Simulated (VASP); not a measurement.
Cs2H:

```
Cs H
1.0
     6.84081    0.00000    0.00000
     0.00000    6.84081    0.00000
     0.00000    0.00000    4.40617
Cs H
4 2
Direct
  0.30600 0.30600 0.00000
  0.19400 0.80600 0.50000
  0.69400 0.69400 0.00000
  0.80600 0.19400 0.50000
  0.00000 0.00000 0.00000
  0.50000 0.50000 0.50000
```

```yaml
Program: VASP 6.6.1
Task: relaxation of cell and atoms
Functional: PBE
Potentials_or_basis: VASP PAW PBE potentials, release 64 (Cs_sv, H)
Cutoff: 600 eV
k_mesh: 6 × 6 × 8
Occupations: gaussian, width 0.1 eV
Spin: no spin polarisation
```

At the start: pressure 3.8 GPa; volume 34.37 Å³/atom.

Problem. Where does the relaxation end?

Solution. Over 17 steps the energy falls by 166.2 meV/atom and the volume is 53.88 Å³/atom (+56.8 %); space group P4_2/mnm (No. 136, to 0.1 Å) before and after.

The path:
| step | energy change (eV) | largest force (eV/Å) | pressure (GPa) | volume (Å³) |
| --- | --- | --- | --- | --- |
| 1 | 0.0000 | 0.1702 | 3.78 | 206.19 |
| 2 | -0.4690 | 0.1051 | 2.21 | 231.31 |
| 3 | -0.8954 | 0.0331 | 0.45 | 286.03 |
| 4 | -0.9322 | 0.0173 | 0.04 | 308.01 |
| 5 | -0.9334 | 0.0146 | -0.03 | 312.88 |
| 6 | -0.9503 | 0.0059 | -0.03 | 313.22 |
| 7 | -0.9840 | 0.0184 | -0.01 | 313.77 |
| 8 | -0.9547 | 0.0638 | 0.07 | 312.82 |
| 9 | -0.9902 | 0.0305 | 0.01 | 313.79 |
| 10 | -0.9903 | 0.0325 | 0.01 | 313.77 |
| 11 | -0.9909 | 0.0312 | 0.01 | 314.37 |
| 12 | -0.9927 | 0.0284 | -0.01 | 316.15 |
| 13 | -0.9951 | 0.0237 | -0.04 | 319.74 |
| 14 | -0.9962 | 0.0113 | -0.09 | 326.96 |
| 15 | -0.9967 | 0.0077 | -0.07 | 326.32 |
| 16 | -0.9973 | 0.0026 | -0.05 | 325.31 |
| 17 | -0.9973 | 0.0087 | 0.01 | 323.31 |

Final structure:
```
Cs H
1.0
     8.40457    0.00000    0.00000
     0.00000    8.40457    0.00000
     0.00000    0.00000    4.57706
Cs H
4 2
Direct
  0.31414 0.31414 0.00000
  0.18586 0.81414 0.50000
  0.68586 0.68586 0.00000
  0.81414 0.18586 0.50000
  0.00000 0.00000 0.00000
  0.50000 0.50000 0.50000
```

Caveat: the volume moved by over 15 % at a fixed basis, so the end points are rough.
